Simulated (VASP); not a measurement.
# Ir (P6_3/mmc) in VASP: notebook

Runs on Ir. Level: LDA. Tasks: single point.

Everything below comes from runs of VASP 6.6.1. Logs are shortened: lines on timing, memory, paths and dates and some standing lists are left out, and cuts for length are marked.

### 1 The cell of the first run

Symmetry: P6_3/mmc, No. 194, hexagonal system. Conventional cell: a = 2.751 Å, b = 2.751 Å, c = 4.462 Å, α = 90.00°, β = 90.00°, γ = 120.00°. Ir (site symmetry -6m2) has 12 Ir at 2.74 to 2.75 Å within 3.6 Å.

### 2 Single point, LDA

Input file INCAR:

```
SYSTEM = Ir
PREC     = Accurate       ! precision mode
ENCUT    = 520            ! plane-wave cutoff, eV
EDIFF    = 1E-6           ! SCF threshold, eV
ISMEAR   = 0              ! smearing method
SIGMA    = 0.05           ! smearing width, eV
LREAL    = .FALSE.        ! projectors in reciprocal space
LASPH    = .TRUE.         ! aspherical terms in the spheres
NELM     = 60             ! most SCF steps
ALGO     = Normal         ! electronic algorithm
ISIF     = 2              ! what is computed and relaxed
LWAVE    = .FALSE.        ! write WAVECAR
LCHARG   = .TRUE.         ! write CHGCAR
LELF     = .TRUE.         ! ELF
LVHAR    = .TRUE.       
NBANDS   = 16             ! bands
```

Input file KPOINTS:

```
Automatic mesh
0
G
  18 18 10
  0 0 0
```

Input file POSCAR:

```
Ir
1.0
    2.7513778900      0.0000000000      0.0000000000
   -1.3756889500      2.3827631500      0.0000000000
    0.0000000000      0.0000000000      4.4622900000
Ir
2
Direct
    0.6666666700      0.3333333300      0.7500000000
    0.3333333300      0.6666666700      0.2500000000
```

Potentials or basis: VASP PAW LDA potentials, release 64 (Ir).

Run with:

```
cat potpaw_LDA.64/Ir/POTCAR > POTCAR
mpirun -np 1 vasp_std > vasp.out
```

OUTCAR:

```text
SYSTEM = Ir
   PREC = Accurate
   ENCUT = 520
   EDIFF = 1E-6
   ISMEAR = 0
   LREAL = .FALSE.
   LASPH = .TRUE.
   NELM = 60
   ISIF = 2

 ion  position               nearest neighbor table
   1  0.667  0.333  0.750-   2 2.74   2 2.74   2 2.74   2 2.74   2 2.74   2 2.74
   2  0.333  0.667  0.250-   1 2.74   1 2.74   1 2.74   1 2.74   1 2.74   1 2.74

  LATTYP: Found a hexagonal cell.
 ALAT       =     2.7513778900
 C/A-ratio  =     1.6218382855

  Lattice vectors:

 A1 = (   2.7513778900,   0.0000000000,   0.0000000000)
 A2 = (  -1.3756889500,   2.3827631500,   0.0000000000)
 A3 = (   0.0000000000,   0.0000000000,   4.4622900000)

Analysis of symmetry for initial positions (statically):
=====================================================================
 Subroutine PRICEL returns:
 Original cell was already a primitive cell.

 Routine SETGRP: Setting up the symmetry group for a
 hexagonal supercell.

 Subroutine GETGRP returns: Found 24 space group operations
 (whereof 12 operations were pure point group operations)
 out of a pool of 24 trial point group operations.

The static configuration has the point symmetry D_3d.
 The point group associated with its full space group is D_6h.

Analysis of symmetry for dynamics (positions and initial velocities):
=====================================================================
 Subroutine PRICEL returns:
 Original cell was already a primitive cell.

 Routine SETGRP: Setting up the symmetry group for a
 hexagonal supercell.

 Subroutine GETGRP returns: Found 24 space group operations
 (whereof 12 operations were pure point group operations)
 out of a pool of 24 trial point group operations.

The dynamic configuration has the point symmetry D_3d.
 The point group associated with its full space group is D_6h.

 Subroutine INISYM returns: Found 24 space group operations
 (whereof 12 operations are pure point group operations),
 and found     1 'primitive' translations

----------------------------------------------------------------------------------------

                                     Primitive cell

  volume of cell :      29.2542

  direct lattice vectors                    reciprocal lattice vectors
     2.751377890  0.000000000  0.000000000     0.363454255  0.209840412  0.000000000
    -1.375688950  2.382763150  0.000000000     0.000000000  0.419680823  0.000000000
     0.000000000  0.000000000  4.462290000     0.000000000  0.000000000  0.224100182

  length of vectors
     2.751377890  2.751377894  4.462290000     0.419680824  0.419680823  0.224100182

  position of ions in fractional coordinates (direct lattice)
     0.666666670  0.333333330  0.750000000
     0.333333330  0.666666670  0.250000000

  ion indices of the primitive-cell ions
   primitive index   ion index
                 1           1
                 2           2

----------------------------------------------------------------------------------------

 KPOINTS: Automatic mesh

Automatic generation of k-mesh.
 Grid dimensions read from file:
 generate k-points for:   18   18   10

 Generating k-lattice:

  Cartesian coordinates                     Fractional coordinates (reciprocal lattice)
     0.020191903  0.011657801  0.000000000     0.055555556  0.000000000  0.000000000
     0.000000000  0.023315601  0.000000000     0.000000000  0.055555556  0.000000000
     0.000000000  0.000000000  0.022410018     0.000000000  0.000000000  0.100000000

  Length of vectors
     0.023315601  0.023315601  0.022410018

  Shift w.r.t. Gamma in fractional coordinates (k-lattice)
     0.000000000  0.000000000  0.000000000

 Subroutine IBZKPT returns following result:
 ===========================================

 Found    222 irreducible k-points:

 Following reciprocal coordinates:
            Coordinates               Weight
  0.000000  0.000000  0.000000      1.000000
  0.055556  0.000000  0.000000      6.000000
  0.111111  0.000000  0.000000      6.000000
  0.166667  0.000000  0.000000      6.000000
  0.222222  0.000000  0.000000      6.000000
  0.277778  0.000000  0.000000      6.000000
[... 16 lines left out ...]
  0.333333  0.111111  0.000000     12.000000
  0.388889  0.111111  0.000000     12.000000
 [... further k-points ...]
   k-points           NKPTS =    222   k-points in BZ     NKDIM =    222   number of bands    NBANDS=     16
   number of dos      NEDOS =    301   number of ions     NIONS =      2
   total plane-waves  NPLWV =  14400
   dimension x,y,z NGX =    20 NGY =   20 NGZ =   36
   dimension x,y,z NGXF=    40 NGYF=   40 NGZF=   72
   ions per type =               2
   NGX,Y,Z   is equivalent  to a cutoff of  12.08, 12.08, 13.41 a.u.
   NGXF,Y,Z  is equivalent  to a cutoff of  24.17, 24.17, 26.82 a.u.
 SYSTEM =  Ir
   PREC   = accura    normal or accurate (medium, high low for compatibility)
   ISTART =      0    job   : 0-new  1-cont  2-samecut
   ICHARG =      2    charge: 1-file 2-atom 10-const
   ISPIN  =      1    spin polarized calculation?
   LNONCOLLINEAR =      F non collinear calculations
   LSORBIT =      F    spin-orbit coupling
   LASPH  =      T    aspherical Exc in radial PAW
   ENCUT  =  520.0 eV  38.22 Ry    6.18 a.u.   5.12  5.12  8.30*2*pi/ulx,y,z
   NELM   =     60;   NELMIN=  2; NELMDL= -5     # of ELM steps
   EDIFF  = 0.1E-05   stopping-criterion for ELM
   LREAL  =      F    real-space projection
   EDIFFG = 0.1E-04   stopping-criterion for IOM
   NSW    =      0    number of steps for IOM
   IBRION =     -1    ionic relax: 0-MD 1-quasi-New 2-CG
   NFREE  =      0    steps in history (QN), initial steepest desc. (CG)
   ISIF   =      2    stress and relaxation
   ISYM   =      2    0-nonsym 1-usesym 2-fastsym
   POTIM  = 0.5000    time-step for ionic-motion
   TEBEG  =    0.0;   TEEND  =   0.0 temperature during run
   PSTRESS=    0.0 pullay stress
   NELECT =      18.0000    total number of electrons
   NUPDOWN=      -1.0000    fix difference up-down
   EMIN   =  10.00;   EMAX   =-10.00  energy-range for DOS
   EFERMI =   0.00;   METHOD = LEGACY
   ISMEAR =     0;   SIGMA  =   0.05  broadening in eV -4-tet -1-fermi 0-gaus
   EFERMI_NEDOS =   21; number of points for ismear=-14 and -15
   IALGO  =     38    algorithm
   IMIX   =      4    mixing-type and parameters
     AMIX     =   0.40;   BMIX     =  1.00
     AMIX_MAG =   1.60;   BMIX_MAG =  1.00
  volume/ion in A,a.u.               =      14.63        98.71
  Fermi-wavevector in a.u.,A,eV,Ry     =   1.392417  2.631287 26.379323  1.938826
  Thomas-Fermi vector in A             =   2.516162
   LORBIT       =      0    0 simple, 1 ext, 2 COOP (PROOUT), +10 PAW based schemes
   GGA     = CA    functional components
   LHFCALC =     F    Hartree Fock is set to
   AEXX    =    0.0000 exact exchange contribution
   IVDW    =     0    specifies the selected vdW correction
   LEPSILON=     F    determine dielectric tensor
   LRPA    =     F    only Hartree local field effects (RPA)
 non-spin polarized calculation
 Gauss-broadening in eV      SIGMA  =   0.05
  energy-cutoff  :      520.00
  volume of cell :       29.25
 maximum number of plane-waves:       801
   NGX = 11   NGY = 11   NGZ = 17

 number of electron      18.0000000 magnetization

 Free energy of the ion-electron system (eV)
  ---------------------------------------------------
  ext. energy  EPLUGINS =         0.00000000
  ---------------------------------------------------
  free energy    TOTEN  =       -20.43391733 eV

  energy without entropy =      -20.43140924  energy(sigma->0) =      -20.43266329

 E-fermi :   9.8480     XC(G=0): -13.9467

 val. band max:        9.8392459220   @ k =   0.3333   0.1111   0.2000
 cond. band min:       9.8489420377   @ k =   0.3889   0.0000   0.0000
 fundamental gap:      0.0096961157
 Fermi energy:         9.8480068723

 k-point     1 :       0.0000    0.0000    0.0000
  band No.  band energies     occupation
      1      -1.0206      2.00000
      2       1.9869      2.00000
      3       6.0588      2.00000
      4       6.1676      2.00000
      5       6.1676      2.00000
      6       6.7934      2.00000
[... 8 lines left out ...]
     15      26.2751      0.00000
     16      27.2836      0.00000

 k-point     2 :       0.0556    0.0000    0.0000
  band No.  band energies     occupation
      1      -0.9032      2.00000
      2       2.0919      2.00000
      3       5.8414      2.00000
      4       6.2654      2.00000
      5       6.3611      2.00000
      6       6.7295      2.00000
[... 8 lines left out ...]
     15      26.4309      0.00000
     16      27.4666      0.00000

 k-point     3 :       0.1111    0.0000    0.0000
  band No.  band energies     occupation
      1      -0.5598      2.00000
      2       2.3871      2.00000
      3       5.5334      2.00000
      4       6.4927      2.00000
      5       6.5544      2.00000
      6       6.6991      2.00000
[... 8 lines left out ...]
     15      26.8441      0.00000
     16      27.7797      0.00000

 k-point     4 :       0.1667    0.0000    0.0000
  band No.  band energies     occupation
      1      -0.0198      2.00000
      2       2.7967      2.00000
      3       5.2323      2.00000
      4       6.0694      2.00000
      5       6.2734      2.00000
      6       7.0215      2.00000
[... 8 lines left out ...]
     15      27.1070      0.00000
     16      27.4294      0.00000

 k-point     5 :       0.2222    0.0000    0.0000
  band No.  band energies     occupation
      1       0.6601      2.00000
      2       3.1410      2.00000
      3       5.0892      2.00000
      4       5.2568      2.00000
      5       6.0739      2.00000
      6       6.7373      2.00000
[... 8 lines left out ...]
     15      26.3003      0.00000
     16      26.3249      0.00000

 k-point     6 :       0.2778    0.0000    0.0000
  band No.  band energies     occupation
      1       1.3822      2.00000
      2       3.1999      2.00000
      3       4.5550      2.00000
      4       5.2319      2.00000
      5       6.0641      2.00000
      6       6.4614      2.00000
[... 8 lines left out ...]
     15      24.8438      0.00000
     16      25.3786      0.00000
[... 267 lines left out ...]
 k-point    21 :       0.2222    0.1111    0.0000
  band No.  band energies     occupation
      1       1.6921      2.00000
      2       3.5445      2.00000
      3       4.4697      2.00000
      4       4.7935      2.00000
      5       6.0682      2.00000
      6       6.1131      2.00000
[... 8 lines left out ...]
     15      23.1153      0.00000
     16      25.6205      0.00000

 k-point    22 :       0.2778    0.1111    0.0000
  band No.  band energies     occupation
      1       2.3361      2.00000
      2       3.3691      2.00000
      3       3.9613      2.00000
      4       5.1030      2.00000
      5       5.9089      2.00000
      6       6.3617      2.00000
[... 8 lines left out ...]
     15      21.8174      0.00000
     16      24.9323      0.00000

 k-point    23 :       0.3333    0.1111    0.0000
  band No.  band energies     occupation
      1       2.7528      2.00000
      2       3.1568      2.00000
      3       3.5857      2.00000
      4       5.5332      2.00000
      5       5.8211      2.00000
      6       6.6119      2.00000
[... 8 lines left out ...]
     15      20.5978      0.00000
     16      24.4152      0.00000

 k-point    24 :       0.3889    0.1111    0.0000
  band No.  band energies     occupation
      1       2.9272      2.00000
      2       3.0188      2.00000
      3       3.3558      2.00000
      4       5.7915      2.00000
      5       5.9707      2.00000
      6       6.4275      2.00000
[... 8 lines left out ...]
     15      20.1952      0.00000
     16      22.8598      0.00000

 [... further k-points ...]

------------------------ aborting loop because EDIFF is reached ----------------------------------------

  FORCE on cell =-STRESS in cart. coord.  units (eV):
  Direction    XX          YY          ZZ          XY          YZ          ZX
  --------------------------------------------------------------------------------------
  -------------------------------------------------------------------------------------
  Total       -2.8885601     -2.8885601     -3.0027403      0.0000000     -0.0000000      0.0000000
  in kB     -158.1987622   -158.1987625   -164.4521062      0.0000003     -0.0000000      0.0000000
  external PRESSURE =    -160.2832103 kB  Pullay stress =       0.0000000 kB

 VOLUME and BASIS-vectors are now :
 -----------------------------------------------------------------------------
  energy-cutoff  :      520.00
  volume of cell :       29.25
      direct lattice vectors                 reciprocal lattice vectors
     2.751377890  0.000000000  0.000000000     0.363454255  0.209840412  0.000000000
    -1.375688950  2.382763150  0.000000000     0.000000000  0.419680823  0.000000000
     0.000000000  0.000000000  4.462290000     0.000000000  0.000000000  0.224100182

 POSITION                                       TOTAL-FORCE (eV/Angst)
 -----------------------------------------------------------------------------------
      1.37569      0.79425      3.34672        -0.000000      0.000000      0.000000
     -0.00000      1.58851      1.11557         0.000000     -0.000000      0.000000
 -----------------------------------------------------------------------------------
    total drift:                               -0.000000      0.000000     -0.000000

  FREE ENERGIE OF THE ION-ELECTRON SYSTEM (eV)
  ---------------------------------------------------
  free  energy   TOTEN  =       -20.4339173288 eV

  energy  without entropy=      -20.4314092423  energy(sigma->0) =      -20.43266329
```

It took 35 s on 1 thread of Intel Xeon 6975P-C (Granite Rapids), shared host; peak memory 0.2 GiB.

Results:

| Property | Result |
| --- | --- |
| Free energy | -20.4339 eV |
| Pressure | -16.0 GPa |
| Band gap on the k mesh | zero (band 9 reaches 10.76 eV, above the bottom of band 10 at 7.59 eV) |

Levels at points of the mesh, in eV from the Fermi level:
| k point | band 5 | band 6 | band 7 | band 8 | band 9 | band 10 | band 11 | band 12 | band 13 | band 14 |
| --- | --- | --- | --- | --- | --- | --- | --- | --- | --- | --- |
| (0.00, 0.00, 0.00) | -3.68 | -3.05 | -3.05 | -2.28 | -2.28 | -0.69 | 0.26 | 0.26 | 6.77 | 14.32 |
| (0.50, 0.00, 0.00) | -3.41 | -3.29 | -2.87 | 0.67 | 0.91 | 1.06 | 2.85 | 4.26 | 8.05 | 10.07 |
| (0.00, 0.00, 0.50) | -3.80 | -3.80 | -3.80 | -3.80 | -0.46 | -0.46 | -0.46 | -0.46 | 13.60 | 13.60 |
| (0.50, 0.00, 0.50) | -2.04 | -2.04 | -0.90 | -0.90 | 0.90 | 0.90 | 1.98 | 1.98 | 7.38 | 7.38 |

Caveat: spin-orbit coupling is left out, which moves the levels of the heavy elements.

### 3 Single point, LDA

INCAR, as its differences from that of step 2:

```diff
@@ -2,3 +2,3 @@
 PREC     = Accurate       ! precision mode
-ENCUT    = 520            ! plane-wave cutoff, eV
+ENCUT    = 500            ! plane-wave cutoff, eV
 EDIFF    = 1E-6           ! SCF threshold, eV
@@ -8,3 +8,3 @@
 LASPH    = .TRUE.         ! aspherical terms in the spheres
-NELM     = 60             ! most SCF steps
+NELM     = 120            ! most SCF steps
 ALGO     = Normal         ! electronic algorithm
@@ -15,2 +15,3 @@
 LVHAR    = .TRUE.       
-NBANDS   = 16             ! bands
+NBANDS   = 24             ! bands
+GGA_COMPAT= .FALSE.
```

KPOINTS is that of step 2.

POSCAR is that of step 2.

Potentials or basis: VASP PAW LDA potentials, release 64 (Ir_sv_GW).

Run with:

```
cat potpaw_LDA.64/Ir_sv_GW/POTCAR > POTCAR
mpirun -np 1 vasp_std > vasp.out
```

Wall time 1.7 min (1 thread of Intel Xeon Platinum 8259CL at 2.50GHz (Skylake/Cascade Lake), shared host); peak memory 0.23 GiB.

It converged, with:

```yaml
Free_energy: -21.5739 eV
Pressure: -19.8 GPa
Band_gap_on_the_k_mesh: zero (band 17 reaches 13.06 eV, above the bottom of band 18 at 9.87 eV)
```

Stress tensor (GPa, compression positive):
```
-19.54   0.00   0.00
  0.00 -19.54   0.00
  0.00   0.00 -20.19
```

Levels at points of the mesh, in eV from the Fermi level:
| k point | band 15 | band 16 | band 17 | band 18 | band 19 | band 20 |
| --- | --- | --- | --- | --- | --- | --- |
| (0.00, 0.00, 0.00) | -3.05 | -2.28 | -2.28 | -0.69 | 0.26 | 0.26 |
| (0.50, 0.00, 0.00) | -2.86 | 0.67 | 0.92 | 1.07 | 2.86 | 4.27 |
| (0.00, 0.00, 0.50) | -3.80 | -3.80 | -0.46 | -0.46 | -0.46 | -0.46 |
| (0.50, 0.00, 0.50) | -0.90 | -0.90 | 0.91 | 0.91 | 1.99 | 1.99 |

Caveat: spin-orbit coupling is left out, which moves the levels of the heavy elements.
